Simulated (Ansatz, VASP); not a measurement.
# One calculation of Ti, two programs

```
Ti
1.0
     0.00000    1.93052    2.00053
     1.86050    0.00000    2.00053
     1.86050    1.93052    0.00000
Ti
1
Direct
  0.00000 0.00000 0.00000
```

Change from the starting cell: normal strain along x -0.0700, normal strain along y -0.0350.

Alike in both runs: task single point; functional LDA; k mesh 20 × 20 × 20; occupations gaussian, width 0.15 eV; no spin polarisation.

|  | VASP | Ansatz |
| --- | --- | --- |
| version | VASP 6.6.1 | Ansatz 0.2.0 |
| potentials or method | VASP PAW LDA potentials, release 64 (Ti_sv), cutoff 520 eV | scalar-relativistic, plane waves, PAW |
| valence electrons in the cell | 12 | 12 |

```tsv
	VASP	Ansatz	Ansatz less VASP
gap on the k mesh at the Fermi level (eV)	none	none	-
pressure (GPa)	15.5	15.8	+0.36
traceless stress, the component that is largest in VASP (GPa)	1.01	0.99	-0.028
```

Ansatz warns that its potentials were made for another functional, while VASP's fit it. LDA's correlation is that of Perdew and Zunger in VASP and of Perdew and Wang (1992) in Ansatz. A gap of «none» marks a metal or a gap that the smearing closes.
